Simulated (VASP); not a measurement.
A run of VASP 6.6.1:

POSCAR

```
As
1.0
   -1.6054252206      1.6054252206      1.6054252206
    1.6054252206     -1.6054252206      1.6054252206
    1.6054252206      1.6054252206     -1.6054252206
As
1
Direct
    0.0000000000      0.0000000000      0.0000000000
```

The input INCAR.step1:

```
SYSTEM = As
ALGO = Normal
EDIFF = 1E-5
ENCUT = 550
GGA = PE
GGA_COMPAT = .False.
ISMEAR = -1
LASPH = .True.
LCHARG = .False.
LREAL = .False.
LWAVE = .True.
NBANDS = 8
NELM = 120
PREC = Accurate
SIGMA = 0.1
```

Contents of INCAR.step2:

```
SYSTEM = As
ALGO = Normal
EDIFF = 1E-6
ENCUT = 550
GGA_COMPAT = .False.
ISIF = 2
ISMEAR = -1
ISTART = 1
LASPH = .True.
LCHARG = .False.
LMIXTAU = .True.
LREAL = .False.
LWAVE = .False.
METAGGA = R2SCAN
NBANDS = 8
NELM = 120
PREC = Accurate
SIGMA = 0.1
```

File KPOINTS:

```
k-points
0
Gamma
  15 15 15
  0 0 0
```

Potentials or basis: VASP PAW PBE potentials, release 64 (As).

Command:

```console
$ cat potpaw_PBE.64/As/POTCAR > POTCAR
$ cp INCAR.step1 INCAR
$ mpirun -np 1 vasp_std > vasp.out
$ cp INCAR.step2 INCAR
$ mpirun -np 1 vasp_std > vasp.out
```

Hardware: 1 thread of Intel Xeon 6975P-C (shared host).

Task: How long does it take, and how much memory?

Result: Run time: 34 s on 1 thread of Intel Xeon 6975P-C, on a shared host, peak memory 0.15 GiB. Counts: k points 120.
